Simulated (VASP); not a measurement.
**Ru: single point with PBE**

The system is Ru.

```
Ru
1.0
    -1.52741    1.52741    1.52741
     1.52741   -1.52741    1.52741
     1.52741    1.52741   -1.52741
Ru
1
Direct
  0.00000 0.00000 0.00000
```

```yaml
Program: VASP 6.6.1
Task: single point
Functional: PBE
Potentials_or_basis: VASP PAW PBE potentials, release 64 (Ru_pv)
Cutoff: 520 eV
k_mesh: 16 × 16 × 16
Occupations: fermi-dirac, width 0.1 eV
Spin: no spin polarisation
```

```json
{
  "Pressure": "0.0 GPa",
  "Band gap on the k mesh": "zero (band 7 reaches 13.88 eV, above the bottom of band 8 at 10.50 eV)"
}
```

Levels at points of the mesh, in eV from the Fermi level:
```tsv
k point	band 5	band 6	band 7	band 8	band 9	band 10
(0.00, 0.00, 0.00)	-2.73	-2.73	-2.73	-0.09	-0.09	10.57
(0.50, 0.00, 0.00)	-4.43	-0.12	0.35	1.17	2.34	9.96
(0.50, 0.50, 0.50)	-6.07	1.75	1.75	1.75	9.21	9.21
```

Run time: 28 s on 1 thread of Intel Xeon 8259CL, on a shared host, peak memory 0.14 GiB.
